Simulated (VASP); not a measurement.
Write the native input for VASP 6.6.1 that does the following.

* Task: relaxation of shape and atoms at fixed volume
* Functional: r2SCAN
* Potentials or basis: VASP PAW PBE potentials, release 64 (Si, C)
* Cutoff: 600 eV
* k mesh: 12 × 12 × 6
* Occupations: gaussian, width 0.02 eV
* Spin: no spin polarisation
* Dipole correction: no
* Further INCAR settings: ALGO = Normal; EDIFF = 1e-07; IBRION = 2; EDIFFG = -0.01; NSW = 50; ISIF = 4

Crystal: SiC.

```
Si C
1.0
     2.98072    0.00000    0.00000
    -1.49036    2.58138    0.00000
     0.00000    0.00000    4.88966
Si C
2 2
Direct
  0.33333 0.66667 0.00457
  0.66667 0.33333 0.50457
  0.33333 0.66667 0.38043
  0.66667 0.33333 0.88043
```

One way to write it, as run:

POSCAR

```
SiC
1.0
    2.9807183324      0.0000000000      0.0000000000
   -1.4903591662      2.5813777974      0.0000000000
    0.0000000000      0.0000000000      4.8896586029
Si C
2 2
Direct
    0.3333333333      0.6666666667      0.0045681926
    0.6666666667      0.3333333333      0.5045681926
    0.3333333333      0.6666666667      0.3804318074
    0.6666666667      0.3333333333      0.8804318074
```

INCAR.step1

```
SYSTEM = SiC
ALGO = Normal
EDIFF = 1E-4
ENCUT = 600
GGA = PE
ISMEAR = 0
LASPH = .TRUE.
LCHARG = .FALSE.
LREAL = .FALSE.
LWAVE = .TRUE.
NELM = 80
PREC = Accurate
SIGMA = 0.02
```

INCAR.step2

```
SYSTEM = SiC
ALGO = Normal
EDIFF = 1E-7
EDIFFG = -0.01
ENCUT = 600
IBRION = 2
ISIF = 4
ISMEAR = 0
ISTART = 1
LASPH = .TRUE.
LCHARG = .FALSE.
LMIXTAU = .TRUE.
LREAL = .FALSE.
LWAVE = .FALSE.
METAGGA = R2SCAN
NELM = 80
NSW = 50
PREC = Accurate
SIGMA = 0.02
```

KPOINTS

```
k-points
0
G
  12 12 6
  0 0 0
```

Potentials or basis: VASP PAW PBE potentials, release 64 (Si, C).

The run is started by

```bash
$ cat potpaw_PBE.64/Si/POTCAR potpaw_PBE.64/C/POTCAR > POTCAR
$ cp INCAR.step1 INCAR
$ mpirun -np 1 vasp_std > vasp.out
$ cp INCAR.step2 INCAR
$ mpirun -np 1 vasp_std > vasp.out
```

It gave:

```
Energy gained by relaxing : 0.0 meV/atom
Ionic steps               : 3
Pressure after relaxing   : 25.3 GPa
Band gap on the k mesh    : 2.52 eV (least direct gap 4.70 eV)
```

Caveat: the PAW data sets were made with another functional, which shifts forces and pressure a little.

It took 2.4 min on 1 thread of Intel(R) Xeon(R) 6975P-C (Granite Rapids), on a shared host, peak memory 0.18 GiB.
